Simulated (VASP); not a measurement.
# PbS (R3m) in VASP: vibrations by perturbation theory with LDA

Aim: the vibrations by perturbation theory of PbS with LDA.

Everything below comes from runs of VASP 6.6.1. Logs are shortened: lines on timing, memory, paths and dates and some standing lists are left out, and cuts for length are marked.

## (1) The cell of the first run

The structure is trigonal, space group R3m (No. 160). Conventional cell: a = 4.225 Å, b = 4.225 Å, c = 10.356 Å, α = 90.00°, β = 90.00°, γ = 120.00°. Pb (site symmetry 3m) has 6 S at 2.96 to 3.02 Å within 3.9 Å. S (site symmetry 3m) has 6 Pb at 2.96 to 3.02 Å within 3.9 Å.

## (2) Vibrations by perturbation theory, LDA

Contents of INCAR:

```
PREC     = Accurate       # precision mode
ENCUT    = 520            # plane-wave cutoff, eV
EDIFF    = 1E-8           # SCF threshold, eV
ISMEAR   = 0              # smearing method
SIGMA    = 0.05           # smearing width, eV
LREAL    = False          # projectors in reciprocal space
LASPH    = True           # aspherical terms in the spheres
NELM     = 80             # most SCF steps
ALGO     = Normal         # electronic algorithm
ISIF     = 2              # what is computed and relaxed
LWAVE    = False          # write WAVECAR
LCHARG   = False          # write CHGCAR
GGA      = CA             # functional
IBRION   = 8              # ionic algorithm
NSW      = 1              # ionic steps
```

Contents of KPOINTS:

```
Automatic mesh
0
Gamma
  6 6 6
```

Contents of POSCAR:

```
PbS
1.0
    2.1126620000      1.2197460000      3.4519160000
   -2.1126620000      1.2197460000      3.4519160000
    0.0000000000     -2.4394920000      3.4519160000
Pb S
1 1
Direct
    0.9805660000      0.9805660000      0.9805660000
    0.4750360000      0.4750360000      0.4750360000
```

Potentials or basis: VASP PAW LDA potentials, release 64 (Pb_d, S).

On the command line:

```
$ cat potpaw_LDA.64/Pb_d/POTCAR potpaw_LDA.64/S/POTCAR > POTCAR
$ mpirun -np 1 vasp_std > vasp.out
```

OUTCAR:

```text
PREC = Accurate
   ENCUT = 520
   EDIFF = 1E-8
   ISMEAR = 0
   LREAL = False
   LASPH = True
   NELM = 80
   ISIF = 2
   GGA = CA
   IBRION = 8
   NSW = 1

 ion  position               nearest neighbor table
   1  0.981  0.981  0.981-   2 2.96   2 2.96   2 2.96   2 3.02   2 3.02   2 3.02
   2  0.475  0.475  0.475-   1 2.96   1 2.96   1 2.96   1 3.02   1 3.02   1 3.02

  LATTYP: Found a trigonal (rhomboedric) cell.
 ALAT       =     4.2269191028
 COS(alpha) =     0.5003772834

  Lattice vectors:

 A1 = (   2.1126620000,   1.2197460000,   3.4519160000)
 A2 = (  -2.1126620000,   1.2197460000,   3.4519160000)
 A3 = (   0.0000000000,  -2.4394920000,   3.4519160000)

Analysis of symmetry for initial positions (statically):
=====================================================================
 Subroutine PRICEL returns:
 Original cell was already a primitive cell.

 Routine SETGRP: Setting up the symmetry group for a
 trigonal (rhombohedral) supercell.

 Subroutine GETGRP returns: Found  6 space group operations
 (whereof  6 operations were pure point group operations)
 out of a pool of 12 trial point group operations.

The static configuration has the point symmetry C_3v.

Analysis of symmetry for dynamics (positions and initial velocities):
=====================================================================
 Subroutine PRICEL returns:
 Original cell was already a primitive cell.

 Routine SETGRP: Setting up the symmetry group for a
 trigonal (rhombohedral) supercell.

 Subroutine GETGRP returns: Found  6 space group operations
 (whereof  6 operations were pure point group operations)
 out of a pool of 12 trial point group operations.

The dynamic configuration has the point symmetry C_3v.

 Subroutine INISYM returns: Found  6 space group operations
 (whereof  6 operations are pure point group operations),
[... 570 lines left out ...]
  in kB      -37.0832551    -37.0832566    -36.9344471      0.0000000      0.0000000      0.0000000
  external PRESSURE =     -37.0336529 kB  Pullay stress =       0.0000000 kB

 VOLUME and BASIS-vectors are now :
 -----------------------------------------------------------------------------
  energy-cutoff  :      520.00
  volume of cell :       53.37
      direct lattice vectors                 reciprocal lattice vectors
     2.112662000  1.219746000  3.451916000     0.236668241  0.136640470  0.096564729
    -2.112662000  1.219746000  3.451916000    -0.236668241  0.136640470  0.096564729
     0.000000000 -2.439492000  3.451916000     0.000000000 -0.273280940  0.096564729

 POSITION                                       TOTAL-FORCE (eV/Angst)
 -----------------------------------------------------------------------------------
      0.00000      0.00000     10.15449         0.000000      0.000000      0.013925
      0.00000      0.00000      4.91935         0.000000      0.000000     -0.013925
 -----------------------------------------------------------------------------------
    total drift:                               -0.000000     -0.000000     -0.000002

  FREE ENERGIE OF THE ION-ELECTRON SYSTEM (eV)
  ---------------------------------------------------
  free  energy   TOTEN  =        -9.9615531249 eV

  energy  without entropy=       -9.9615530636  energy(sigma->0) =       -9.96155309

[... ionic steps 2 to 3 ...]

--------------------------------------- Ionic step        4  -------------------------------------------

------------------------ aborting loop because EDIFF is reached ----------------------------------------
[... 11 lines left out ...]
[... ionic steps 8 to 8 ...]

--------------------------------------- Ionic step        9  -------------------------------------------

 Free energy of the ion-electron system (eV)
  ---------------------------------------------------
  ---------------------------------------------------
  free energy    TOTEN  =        -0.10667691 eV

  energy without entropy =       -0.10667690

------------------------ aborting loop because EDIFF is reached ----------------------------------------

 INTERNAL STRAIN TENSOR  FOR ION    2  DIRECTION 3   (eV/Angst):
 -----------------------------------------------------------------------------
    -0.21199  0.00000  0.00000
     0.00000 -0.21199 -0.00000
     0.00000 -0.00000 -0.69399

 INTERNAL STRAIN TENSOR FOR ION    2 for displacements in x,y,z  (eV/Angst):
          X           Y           Z          XY          YZ          ZX
  --------------------------------------------------------------------------------
  x     0.00000    -0.00000     0.00000     0.23623    -0.00000    -0.54345
  y     0.23623    -0.23623     0.00000     0.00000    -0.57808     0.00000
  z    -0.21199    -0.21199    -0.69399     0.00000     0.00000     0.00000

 SECOND DERIVATIVES (NOT SYMMETRIZED)
 ------------------------------------
               1X          1Y          1Z          2X          2Y          2Z
  1X     0.264353    0.000000   -0.000000   -0.264353    0.000000    0.000000
  1Y     0.000000    0.264353    0.000000   -0.000000   -0.264353    0.000000
  1Z     0.000000    0.000000    0.036093    0.000000    0.000000   -0.036093
  2X    -0.265921   -0.000000   -0.000000    0.265921    0.000000    0.000000
  2Y     0.000000   -0.265921    0.000000   -0.000000    0.265921    0.000000
  2Z     0.000000    0.000000   -0.035676    0.000000    0.000000    0.035676

 Eigenvectors and eigenvalues of the dynamical matrix
 ----------------------------------------------------

   1 f  =    0.001538 THz     0.009661 2PiTHz    0.051287 cm-1     0.006359 meV
             X         Y         Z           dx          dy          dz
      0.000000  0.000000 10.154494    -0.000654   -0.930949   -0.000000
      0.000000  0.000000  4.919353    -0.000256   -0.365149   -0.000000
[... 21 lines left out ...]
   6 f/i=    1.529252 THz     9.608573 2PiTHz   51.010354 cm-1     6.324475 meV
             X         Y         Z           dx          dy          dz
      0.000000  0.000000 10.154494     0.000000   -0.365149   -0.000000
      0.000000  0.000000  4.919353    -0.000000    0.930949    0.000000

--------------------------------------------------------------------------------------------------------

 ELASTIC MODULI CONTR FROM IONIC RELAXATION (kBar)
 Direction    XX          YY          ZZ          XY          YZ          ZX
 --------------------------------------------------------------------------------
 XX           0.0000      0.0000      0.0000      0.0000      0.0000      0.0000
 YY           0.0000      0.0000      0.0000      0.0000      0.0000      0.0000
 ZZ           0.0000      0.0000      0.0000      0.0000      0.0000      0.0000
 XY           0.0000      0.0000      0.0000      0.0000      0.0000      0.0000
 YZ           0.0000      0.0000      0.0000      0.0000      0.0000      0.0000
 ZX           0.0000      0.0000      0.0000      0.0000      0.0000      0.0000
 --------------------------------------------------------------------------------
```

Wall time 6.4 min (1 thread of Intel Xeon 8259CL, shared host); peak memory 0.36 GiB.

Results:

```
Highest phonon frequency at Γ, LO-TO splitting left out : 0 cm⁻¹
Most unstable mode                                      : 51i cm⁻¹
```

Phonon frequencies in cm⁻¹ (negative: imaginary):
```tsv
q point	frequencies
(0.000, 0.000, 0.000)	-51 -51 -19 0 0 0
```

Caveat: the cell stands under pressure or tension, which shifts response properties; some modes are imaginary; spin-orbit coupling is left out, which moves the levels of the heavy elements.
